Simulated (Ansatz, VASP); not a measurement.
## BN: VASP beside Ansatz

File INCAR:

```
SYSTEM = BN
PREC = Accurate ; ENCUT = 520
EDIFF = 1E-6 ; ISMEAR = -1
SIGMA = 0.02 ; LREAL = .False.
LASPH = .True. ; NELM = 80
ALGO = Normal ; ISIF = 2
LWAVE = .False. ; LCHARG = .False.
GGA = PE ; NBANDS = 16
```

KPOINTS

```
regular mesh
0
Gamma
  11 11 4
  0 0 0
```

The input POSCAR:

```
BN
1.0
    2.4789517873      0.0000000000      0.0000000000
   -1.2394758937      2.1468352225      0.0000000000
    0.0000000000      0.0000000000      6.6612000000
B N
2 2
Direct
    0.3333333333      0.6666666667      0.2500000000
    0.6666666667      0.3333333333      0.7500000000
    0.3333333333      0.6666666667      0.7500000000
    0.6666666667      0.3333333333      0.2500000000
```

Input for Ansatz:

```yaml
crystal:
  lattice:
    - [2.4789517873, 0.0, 0.0]
    - [-1.2394758937, 2.1468352225, 0.0]
    - [0.0, 0.0, 6.6612]
  atoms:
    - { symbol: B, position: [0.3333333333, 0.6666666667, 0.25] }
    - { symbol: B, position: [0.6666666667, 0.3333333333, 0.75] }
    - { symbol: "N", position: [0.3333333333, 0.6666666667, 0.75] }
    - { symbol: "N", position: [0.6666666667, 0.3333333333, 0.25] }
kpoints:
  mp_grid: { grid: [11, 11, 4] }
  band_path:
    path:
      - [0.0, 0.0, 0.0]
      - [0.5, 0.0, 0.0]
      - [0.3333333333, 0.3333333333, 0.0]
      - [0.0, 0.0, 0.0]
      - [0.0, 0.0, 0.5]
      - [0.5, 0.0, 0.5]
      - [0.3333333333, 0.3333333333, 0.5]
      - [0.0, 0.0, 0.5]
      - [0.5, 0.0, 0.5]
    npoints: 5
scf:
  occupations: { method: fermi_dirac, width: 0.02 }
hamiltonian:
  xc: pbe
  pseudopotentials: { kind: all_electron, lapw: { basis_error: 0.001 } }
output:
  forces: true
  stress: true
  eigenvalues: true
```

Change from the starting cell: equal xx and yy strain of -1 %.

Alike in both runs: task single point; functional PBE; k mesh 11 × 11 × 4; occupations fermi-dirac, width 0.02 eV; no spin polarisation.

|  | VASP | Ansatz |
| --- | --- | --- |
| version | VASP 6.6.1 | Ansatz 0.2.0 |
| potentials or method | VASP PAW PBE potentials, release 64 (B, N), cutoff 520 eV | all-electron LAPW, scalar-relativistic |

Ansatz gave:

- gap on the k mesh at the Fermi level (eV): 4.39
- pressure (GPa): 10.9
- traceless stress, the component that is largest in VASP (GPa): -8.01

**Question.** What did VASP give for the same quantities?

**Answer.** gap on the k mesh at the Fermi level (eV): 4.39; pressure (GPa): 11.0; traceless stress, the component that is largest in VASP (GPa): -8.27.

Ansatz ran all-electron here, and VASP with PAW potentials.
